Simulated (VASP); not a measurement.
Write the native input for VASP 6.6.1 that does the following.

* Task: single point
* Functional: PBE
* Potentials or basis: VASP PAW PBE potentials, release 64 (Si, N)
* Cutoff: 520 eV
* k mesh: 10 × 10 × 4
* Occupations: gaussian, width 0.02 eV
* Spin: no spin polarisation
* Dipole correction: no
* Further INCAR settings: ALGO = Normal; EDIFF = 1e-06; NBANDS = 23

The structure of SiN2 lies in POSCAR:

```
SiN2
1.0
    1.4380493425     -2.6906633514      0.0000000000
    1.4380493425      2.6906633514      0.0000000000
    0.0000000000      0.0000000000      9.2527240623
Si N
2 4
Direct
    0.7717974690      0.2282025310      0.7617916828
    0.2282025310      0.7717974690      0.2617916828
    0.9160028373      0.0839971627      0.3299267657
    0.0839971627      0.9160028373      0.8299267657
    0.7734675946      0.2265324054      0.1586445456
    0.2265324054      0.7734675946      0.6586445456
```

The input as run:

INCAR

```
SYSTEM = SiN2
PREC = Accurate ; ENCUT = 520
EDIFF = 1E-6 ; ISMEAR = 0
SIGMA = 0.02 ; LREAL = .FALSE.
LASPH = .TRUE. ; NELM = 100
ALGO = Normal ; ISIF = 2
LWAVE = .FALSE. ; LCHARG = .TRUE.
GGA = PE ; LELF = .TRUE.
LVHAR = .TRUE. ; NBANDS = 23
```

KPOINTS

```
Automatic mesh
0
G
  10 10 4
  0 0 0
```

Potentials or basis: VASP PAW PBE potentials, release 64 (Si, N).

Launch:

```sh
$ cat potpaw_PBE.64/Si/POTCAR potpaw_PBE.64/N/POTCAR > POTCAR
$ mpirun -np 1 vasp_std > vasp.out
```

Results of the run:

```yaml
Pressure: -0.1 GPa
Largest_force: 0.041 eV/Å
Band_gap_on_the_k_mesh: 2.77 eV (least direct gap 2.91 eV)
```

Run time: 63 s on 1 thread of Intel(R) Xeon(R) 6975P-C (Granite Rapids) (shared host), peak memory 0.25 GiB.
